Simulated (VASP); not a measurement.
# Ti16Si (a cell with a defect) in VASP: notebook

Runs on Ti16Si (a cell with a defect). Level: PBE. Tasks: single point.

Everything below comes from runs of VASP 6.6.1. Logs are shortened: lines on timing, memory, paths and dates and some standing lists are left out, and cuts for length are marked.

### Step 1. The cell of the first run

The cell holds a defect, 17 atoms: a = 7.284 Å, b = 7.284 Å, c = 7.284 Å, α = 65.98°, β = 65.98°, γ = 65.98°.

### Step 2. Single point, PBE

INCAR reads:

```
PREC = Accurate
ENCUT = 520
EDIFF = 1E-6
ISMEAR = 0
SIGMA = 0.1
LREAL = Auto
LASPH = True
NELM = 80
ALGO = Normal
ISIF = 2
LWAVE = False
LCHARG = True
GGA = PE
LELF = True
LVHAR = True
NBANDS = 112
```

KPOINTS reads:

```
Automatic mesh
0
Gamma
  4 4 4
  0.5 0.5 0.5
```

POSCAR reads:

```
Ti16Si
1.0
    2.2897681504     -3.9659947741      5.6643452958
    2.2897681504      3.9659947741      5.6643452958
   -4.5795363009      0.0000000000      5.6643452958
Si Ti
1 16
Direct
    0.3564790330      0.3564790330      0.3564790329
    0.6661006353      0.6661006353      0.6661006353
    0.8324642573      0.8324642573      0.8324642573
    1.0002528684      0.0002528115      0.0002528728
    0.1686673893      0.1686673893      0.1686673893
    0.7496760780      0.4163539040      0.0821861190
    0.9225468810      0.5841016544      0.2470422234
    0.0821860982      0.7496761356      0.4163538672
    0.2470422051      0.9225468774      0.5841016763
    0.4163539248      0.0821860614      0.7496761149
    0.5841016727      0.2470422271      0.9225468590
    0.0821860614      0.4163539248      0.7496761149
    0.2470422271      0.5841016727      0.9225468590
    0.4163537780      0.7496762041      0.0821861190
    0.5841016544      0.9225468810      0.2470422234
    0.7496761356      0.0821860982      0.4163538672
    0.9225468774      0.2470422051      0.5841016763
```

Potentials or basis: VASP PAW PBE potentials, release 64 (Si, Ti_sv).

Started as:

```sh
$ cat potpaw_PBE.64/Si/POTCAR potpaw_PBE.64/Ti_sv/POTCAR > POTCAR
$ mpirun -np 1 vasp_std > vasp.out
```

OUTCAR:

```text
PREC = Accurate
   ENCUT = 520
   EDIFF = 1E-6
   ISMEAR = 0
   LREAL = Auto
   LASPH = True
   NELM = 80
   ISIF = 2
   GGA = PE

 ion  position               nearest neighbor table
   1  0.356  0.356  0.356-   6 2.83   8 2.83  16 2.83  12 2.83  10 2.83  14 2.83
   2  0.666  0.666  0.666-   3 2.83
   3  0.832  0.832  0.832-   2 2.83   4 2.85
   4  0.000  0.000  0.000-   3 2.85   5 2.86
   5  0.169  0.169  0.169-   4 2.86
   6  0.750  0.416  0.082-  12 2.64  14 2.64  16 2.65  11 2.80   1 2.83   7 2.86
   7  0.923  0.584  0.247-  13 2.57  17 2.67  15 2.68   8 2.80   6 2.86
   8  0.082  0.750  0.416-  16 2.64  12 2.64  14 2.65   7 2.80   1 2.83   9 2.86
   9  0.247  0.923  0.584-  17 2.57  15 2.67  13 2.68  10 2.80   8 2.86
  10  0.416  0.082  0.750-  14 2.64  16 2.64  12 2.65   9 2.80   1 2.83  11 2.86
  11  0.584  0.247  0.923-  15 2.57  13 2.67  17 2.68   6 2.80  10 2.86
  12  0.082  0.416  0.750-   6 2.64   8 2.64  10 2.65  17 2.80   1 2.83  13 2.86
  13  0.247  0.584  0.923-   7 2.57  11 2.67   9 2.68  14 2.80  12 2.86
  14  0.416  0.750  0.082-  10 2.64   6 2.64   8 2.65  13 2.80   1 2.83  15 2.86
  15  0.584  0.923  0.247-  11 2.57   9 2.67   7 2.68  16 2.80  14 2.86
  16  0.750  0.082  0.416-   8 2.64  10 2.64   6 2.65  15 2.80   1 2.83  17 2.86
  17  0.923  0.247  0.584-   9 2.57   7 2.67  11 2.68  12 2.80  16 2.86

  LATTYP: Found a trigonal (rhomboedric) cell.
 ALAT       =     7.2840208924
 COS(alpha) =     0.4070857267

  Lattice vectors:

 A1 = (   2.2897681504,  -3.9659947741,   5.6643452958)
 A2 = (   2.2897681504,   3.9659947741,   5.6643452958)
 A3 = (  -4.5795363009,   0.0000000000,   5.6643452958)

Analysis of symmetry for initial positions (statically):
=====================================================================
 Subroutine PRICEL returns:
 Original cell was already a primitive cell.

 Routine SETGRP: Setting up the symmetry group for a
 trigonal (rhombohedral) supercell.

 Subroutine GETGRP returns: Found  6 space group operations
 (whereof  6 operations were pure point group operations)
 out of a pool of 12 trial point group operations.

The static configuration has the point symmetry C_3v.

Analysis of symmetry for dynamics (positions and initial velocities):
=====================================================================
 Subroutine PRICEL returns:
 Original cell was already a primitive cell.

 Routine SETGRP: Setting up the symmetry group for a
 trigonal (rhombohedral) supercell.

 Subroutine GETGRP returns: Found  6 space group operations
 (whereof  6 operations were pure point group operations)
 out of a pool of 12 trial point group operations.

The dynamic configuration has the point symmetry C_3v.

 Subroutine INISYM returns: Found  6 space group operations
 (whereof  6 operations are pure point group operations),
 and found     1 'primitive' translations

----------------------------------------------------------------------------------------

                                     Primitive cell

  volume of cell :     308.6346

  direct lattice vectors                    reciprocal lattice vectors
     2.289768150 -3.965994774  5.664345296     0.072787573 -0.126071775  0.058847637
     2.289768150  3.965994774  5.664345296     0.072787573  0.126071775  0.058847637
    -4.579536301  0.000000000  5.664345296    -0.145575146  0.000000000  0.058847637

  length of vectors
     7.284020892  7.284020892  7.284020892     0.157019641  0.157019641  0.157019641

  position of ions in fractional coordinates (direct lattice)
     0.356479033  0.356479033  0.356479033
     0.666100635  0.666100635  0.666100635
     0.832464257  0.832464257  0.832464257
     0.000252868  0.000252811  0.000252873
     0.168667389  0.168667389  0.168667389
     0.749676078  0.416353904  0.082186119
[... 9 lines left out ...]
     0.749676136  0.082186098  0.416353867
     0.922546877  0.247042205  0.584101676

  ion indices of the primitive-cell ions
   primitive index   ion index
                 1           1
                 2           2
                 3           3
                 4           4
                 5           5
                 6           6
[... 9 lines left out ...]
                16          16
                17          17

----------------------------------------------------------------------------------------

 KPOINTS: Automatic mesh

Automatic generation of k-mesh.
 Grid dimensions read from file:
 generate k-points for:    4    4    4

 Generating k-lattice:

  Cartesian coordinates                     Fractional coordinates (reciprocal lattice)
     0.018196893 -0.031517944  0.014711909     0.250000000  0.000000000  0.000000000
     0.018196893  0.031517944  0.014711909     0.000000000  0.250000000  0.000000000
    -0.036393787  0.000000000  0.014711909     0.000000000  0.000000000  0.250000000

  Length of vectors
     0.039254910  0.039254910  0.039254910

  Shift w.r.t. Gamma in fractional coordinates (k-lattice)
     0.500000000  0.500000000  0.500000000

 Subroutine IBZKPT returns following result:
 ===========================================

 Found     10 irreducible k-points:

 Following reciprocal coordinates:
            Coordinates               Weight
  0.125000  0.125000  0.125000      2.000000
  0.375000  0.125000  0.125000      6.000000
 -0.375000  0.125000  0.125000      6.000000
 -0.125000  0.125000  0.125000      6.000000
  0.375000  0.375000  0.125000      6.000000
 -0.375000  0.375000  0.125000     12.000000
 -0.125000  0.375000  0.125000     12.000000
 -0.375000 -0.375000  0.125000      6.000000
  0.375000  0.375000  0.375000      2.000000
 -0.375000  0.375000  0.375000      6.000000
   k-points           NKPTS =     10   k-points in BZ     NKDIM =     10   number of bands    NBANDS=    112
   number of dos      NEDOS =    301   number of ions     NIONS =     17
   total plane-waves  NPLWV = 157464
   dimension x,y,z NGX =    54 NGY =   54 NGZ =   54
   dimension x,y,z NGXF=   108 NGYF=  108 NGZF=  108
   ions per type =               1  16
   NGX,Y,Z   is equivalent  to a cutoff of  12.32, 12.32, 12.32 a.u.
   NGXF,Y,Z  is equivalent  to a cutoff of  24.65, 24.65, 24.65 a.u.
 SYSTEM =  unknown system
   PREC   = accura    normal or accurate (medium, high low for compatibility)
   ISTART =      0    job   : 0-new  1-cont  2-samecut
   ICHARG =      2    charge: 1-file 2-atom 10-const
   ISPIN  =      1    spin polarized calculation?
   LNONCOLLINEAR =      F non collinear calculations
   LSORBIT =      F    spin-orbit coupling
   LASPH  =      T    aspherical Exc in radial PAW
   ENCUT  =  520.0 eV  38.22 Ry    6.18 a.u.  13.54 13.54 13.54*2*pi/ulx,y,z
   NELM   =     80;   NELMIN=  2; NELMDL= -5     # of ELM steps
   EDIFF  = 0.1E-05   stopping-criterion for ELM
   LREAL  =      T    real-space projection
   EDIFFG = 0.1E-04   stopping-criterion for IOM
   NSW    =      0    number of steps for IOM
   IBRION =     -1    ionic relax: 0-MD 1-quasi-New 2-CG
   NFREE  =      0    steps in history (QN), initial steepest desc. (CG)
   ISIF   =      2    stress and relaxation
   ISYM   =      2    0-nonsym 1-usesym 2-fastsym
   POTIM  = 0.5000    time-step for ionic-motion
   TEBEG  =    0.0;   TEEND  =   0.0 temperature during run
   PSTRESS=    0.0 pullay stress
   NELECT =     196.0000    total number of electrons
   NUPDOWN=      -1.0000    fix difference up-down
   EMIN   =  10.00;   EMAX   =-10.00  energy-range for DOS
   EFERMI =   0.00;   METHOD = LEGACY
   ISMEAR =     0;   SIGMA  =   0.10  broadening in eV -4-tet -1-fermi 0-gaus
   EFERMI_NEDOS =   21; number of points for ismear=-14 and -15
   IALGO  =     38    algorithm
   IMIX   =      4    mixing-type and parameters
     AMIX     =   0.40;   BMIX     =  1.00
     AMIX_MAG =   1.60;   BMIX_MAG =  1.00
  volume/ion in A,a.u.               =      18.15       122.52
  Fermi-wavevector in a.u.,A,eV,Ry     =   1.407166  2.659158 26.941114  1.980116
  Thomas-Fermi vector in A             =   2.529453
   LORBIT       =      0    0 simple, 1 ext, 2 COOP (PROOUT), +10 PAW based schemes
   GGA     = PE    functional components
   LHFCALC =     F    Hartree Fock is set to
   AEXX    =    0.0000 exact exchange contribution
   IVDW    =     0    specifies the selected vdW correction
   LEPSILON=     F    determine dielectric tensor
   LRPA    =     F    only Hartree local field effects (RPA)
 non-spin polarized calculation
 Gauss-broadening in eV      SIGMA  =   0.10
  energy-cutoff  :      520.00
  volume of cell :      308.63
 maximum number of plane-waves:      8334
 NGX is ok and might be reduce to    54
   NGX = 27   NGY = 27   NGZ = 27

 number of electron     195.9999982 magnetization

 Free energy of the ion-electron system (eV)
  ---------------------------------------------------
  ext. energy  EPLUGINS =         0.00000000
  ---------------------------------------------------
  free energy    TOTEN  =      -128.61833698 eV

  energy without entropy =     -128.50725795  energy(sigma->0) =     -128.56279746

 E-fermi :   7.5751     XC(G=0): -11.1607

 val. band max:        7.5743831628   @ k =  -0.3750   0.3750   0.1250
 cond. band min:       7.5900598740   @ k =  -0.3750  -0.3750   0.1250
 fundamental gap:      0.0156767112
 Fermi energy:         7.5751270232

 k-point     1 :       0.1250    0.1250    0.1250
  band No.  band energies     occupation
      1     -49.2208      2.00000
      2     -49.1614      2.00000
      3     -49.1408      2.00000
      4     -49.1131      2.00000
      5     -49.0337      2.00000
      6     -48.9579      2.00000
[... 102 lines left out ...]
    109       8.3843      0.00000
    110       8.5232      0.00000

 k-point     2 :       0.3750    0.1250    0.1250
  band No.  band energies     occupation
      1     -49.2199      2.00000
      2     -49.1594      2.00000
      3     -49.1418      2.00000
      4     -49.1138      2.00000
      5     -49.0273      2.00000
      6     -48.9878      2.00000
[... 896 lines left out ...]
 k-point    10 :      -0.3750    0.3750    0.3750
  band No.  band energies     occupation
      1     -49.2190      2.00000
      2     -49.1554      2.00000
      3     -49.1450      2.00000
      4     -49.1155      2.00000
      5     -49.0233      2.00000
      6     -48.9878      2.00000
[... 102 lines left out ...]
    109       8.6479      0.00000
    110       8.7117      0.00000
 [bands above 110 left out]

------------------------ aborting loop because EDIFF is reached ----------------------------------------

  FORCE on cell =-STRESS in cart. coord.  units (eV):
  Direction    XX          YY          ZZ          XY          YZ          ZX
  --------------------------------------------------------------------------------------
  -------------------------------------------------------------------------------------
  Total       -6.9014491     -6.9014491     -9.8951253      0.0000000      0.0000000      0.0000000
  in kB      -35.8266542    -35.8266542    -51.3673618      0.0000000      0.0000000      0.0000000
  external PRESSURE =     -41.0068901 kB  Pullay stress =       0.0000000 kB

 VOLUME and BASIS-vectors are now :
 -----------------------------------------------------------------------------
  energy-cutoff  :      520.00
  volume of cell :      308.63
      direct lattice vectors                 reciprocal lattice vectors
     2.289768150 -3.965994774  5.664345296     0.072787573 -0.126071775  0.058847637
     2.289768150  3.965994774  5.664345296     0.072787573  0.126071775  0.058847637
    -4.579536301  0.000000000  5.664345296    -0.145575146  0.000000000  0.058847637

 POSITION                                       TOTAL-FORCE (eV/Angst)
 -----------------------------------------------------------------------------------
      0.00000      0.00000      6.05766         0.000000     -0.000000     -0.804705
     -0.00000      0.00000     11.31907        -0.000000     -0.000000      0.041362
     -0.00000      0.00000     14.14609        -0.000000     -0.000000      0.017392
     -0.00000     -0.00000      0.00430        -0.000000     -0.000000      0.045834
     -0.00000      0.00000      2.86617        -0.000000     -0.000000      0.055341
      2.29356     -1.32195      7.07033        -0.003654      0.000525      0.046483
[... 9 lines left out ...]
     -0.00194     -2.64726      7.07033         0.001373      0.003427      0.046483
      0.00317     -2.67905      9.93351         0.004933     -0.038087      0.060979
 -----------------------------------------------------------------------------------
    total drift:                                0.000306     -0.001423      0.116734

  FREE ENERGIE OF THE ION-ELECTRON SYSTEM (eV)
  ---------------------------------------------------
  free  energy   TOTEN  =      -128.6183369799 eV

  energy  without entropy=     -128.5072579477  energy(sigma->0) =     -128.56279746
```

It took 33 min on 1 thread of Intel Xeon 8259CL, shared host; peak memory 0.51 GiB.

Results:

* Free energy: -128.6183 eV
* Pressure: -4.1 GPa
* Largest force: 0.805 eV/Å
* Band gap on the k mesh: zero (bands 98 and 99 overlap by 0.03 eV)

Forces on the atoms (eV/Å):
```
Si   0.000  0.000 -0.805
Ti   0.000  0.000  0.041
Ti   0.000  0.000  0.017
Ti   0.000  0.000  0.046
Ti   0.000  0.000  0.055
Ti  -0.004  0.001  0.046
Ti   0.031 -0.023  0.061
Ti   0.001 -0.003  0.046
Ti   0.005  0.038  0.061
Ti   0.002  0.003  0.046
Ti  -0.035 -0.015  0.061
Ti   0.002 -0.003  0.046
Ti  -0.035  0.015  0.061
Ti  -0.004 -0.001  0.046
Ti   0.031  0.023  0.061
Ti   0.001  0.003  0.046
Ti   0.005 -0.038  0.061
```

### Step 3. Single point, PBE

INCAR reads:

```
SYSTEM = Ti16Si
  ALGO = Normal
  EDIFF = 1E-6
  ENCUT = 520
  GGA = PE
  ISIF = 2
  ISMEAR = 0
  LASPH = .True.
  LCHARG = .False.
  LREAL = Auto
  LWAVE = .False.
  NBANDS = 112
  NELM = 60
  PREC = Accurate
  SIGMA = 0.1
```

KPOINTS is that of step 2.

POSCAR reads:

```
Ti16Si
1.0
    2.2897681504     -3.9659947741      5.6643452958
    2.2897681504      3.9659947741      5.6643452958
   -4.5795363009      0.0000000000      5.6643452958
Si Ti
1 16
Direct
    0.3865113358      0.3865113358      0.3865113358
    0.6661696047      0.6661696047      0.6661696047
    0.8329582244      0.8329582244      0.8329582244
    1.0001527097      0.0001526528      0.0001527141
    0.1674426523      0.1674426523      0.1674426523
    0.7509331293      0.4165269902      0.0818639648
    0.9194147992      0.5863059387      0.2461156141
    0.0818638834      0.7509330958      0.4165271052
    0.2461156867      0.9194148593      0.5863058061
    0.4165270577      0.0818639844      0.7509332187
    0.5863059390      0.2461156269      0.9194147862
    0.0818639844      0.4165270577      0.7509332187
    0.2461156269      0.5863059390      0.9194147862
    0.4165270630      0.7509332021      0.0818638192
    0.5863059387      0.9194147992      0.2461156141
    0.7509330958      0.0818638834      0.4165271052
    0.9194148593      0.2461156867      0.5863058061
```

Potentials or basis: VASP PAW PBE potentials, release 64 (Si, Ti_sv).

Started as:

```sh
$ cat potpaw_PBE.64/Si/POTCAR potpaw_PBE.64/Ti_sv/POTCAR > POTCAR
$ mpirun -np 1 vasp_std > vasp.out
```

Wall time 35 min (1 thread of Intel Xeon 8259CL, shared host); peak memory 0.51 GiB.

It converged, with:

| Property | Result |
| --- | --- |
| Free energy | -128.2611 eV |
| Pressure | -3.1 GPa |
| Largest force | 0.522 eV/Å |
| Band gap on the k mesh | zero (bands 98 and 99 overlap by 0.06 eV) |

Forces on the atoms (eV/Å):
```
Si   0.000  0.000 -0.522
Ti   0.000  0.000  0.014
Ti   0.000  0.000  0.019
Ti   0.000  0.000 -0.011
Ti   0.000  0.000  0.047
Ti  -0.012  0.013  0.026
Ti   0.009 -0.025  0.050
Ti  -0.006 -0.017  0.026
Ti   0.017  0.020  0.050
Ti   0.018  0.004  0.026
Ti  -0.026  0.005  0.050
Ti   0.018 -0.004  0.026
Ti  -0.026 -0.005  0.050
Ti  -0.012 -0.013  0.026
Ti   0.009  0.025  0.050
Ti  -0.006  0.017  0.026
Ti   0.017 -0.020  0.050
```

Stress tensor (GPa, compression positive):
```
-2.53  0.00  0.00
 0.00 -2.53  0.00
 0.00  0.00 -4.31
```

Levels at points of the mesh, in eV from the Fermi level:
```csv
k point,band 95,band 96,band 97,band 98,band 99,band 100,band 101,band 102
"(0.12, 0.12, 0.12)",-0.08,-0.08,0.01,0.01,0.18,0.18,0.20,0.34
```
